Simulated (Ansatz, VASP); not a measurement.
**BN in VASP and in Ansatz**

The input INCAR:

```
  PREC = Accurate
  ENCUT = 520
  EDIFF = 1E-6
  ISMEAR = 0
  SIGMA = 0.05
  LREAL = F
  LASPH = T
  NELM = 100
  ALGO = Normal
  ISIF = 2
  LWAVE = F
  LCHARG = F
  GGA = PE
  IVDW = 12
  NBANDS = 11
```

Contents of KPOINTS:

```
Automatic mesh
0
Gamma
  12 12 12
```

File POSCAR:

```
BN
1.0
    0.0000000000      3.1391132581      2.1688319106
    1.2538424675      0.0000000000      2.1688319106
    1.2538424675      3.1391132581      0.0000000000
B N
1 1
Direct
    0.0001068737      0.0001068737      0.9998931263
    0.6665931163      0.6665931163      0.3334068837
```

Input for Ansatz:

```yaml
crystal:
  lattice:
    - [0.0, 3.1391132581, 2.1688319106]
    - [1.2538424675, 0.0, 2.1688319106]
    - [1.2538424675, 3.1391132581, 0.0]
  atoms:
    - { symbol: B, position: [0.0001068737, 0.0001068737, 0.9998931263] }
    - { symbol: "N", position: [0.6665931163, 0.6665931163, 0.3334068837] }
basis:
  ecutwfc: 420
kpoints:
  mp_grid: { grid: [12, 12, 12] }
hamiltonian:
  xc: pbe
  dispersion: d3bj
scf:
  occupations: { method: gaussian, width: 0.05 }
output:
  forces: true
  stress: true
  eigenvalues: true
```

Change from the starting cell: strain -0.0600 x Voigt [0, 1, 0, 0, 0, 0], atoms carried along.

Alike in both runs: task single point; functional PBE; dispersion D3(BJ); k mesh 12 × 12 × 12; occupations gaussian, width 0.05 eV; no spin polarisation.

```csv
,VASP,Ansatz
version,VASP 6.6.1,Ansatz 0.2.0
potentials or method,"VASP PAW PBE potentials, release 64 (B, N), cutoff 520 eV","scalar-relativistic, plane waves, PAW"
valence electrons in the cell,8,8
```

|  | VASP | Ansatz | Ansatz less VASP |
| --- | --- | --- | --- |
| gap on the k mesh at the Fermi level (eV) | 3.25 | 3.26 | +0.009 |
| least direct gap on the mesh (eV) | 4.52 | 4.53 | +0.003 |
| pressure (GPa) | 0.8 | 0.7 | -0.08 |
| traceless stress, the component that is largest in VASP (GPa) | 1.66 | 1.89 | +0.226 |
| rms of the force components (eV/Å) | 0.006 | 0.006 | -0.0001 |

Atom by atom the forces differ by 0.000 eV/Å (rms over components).
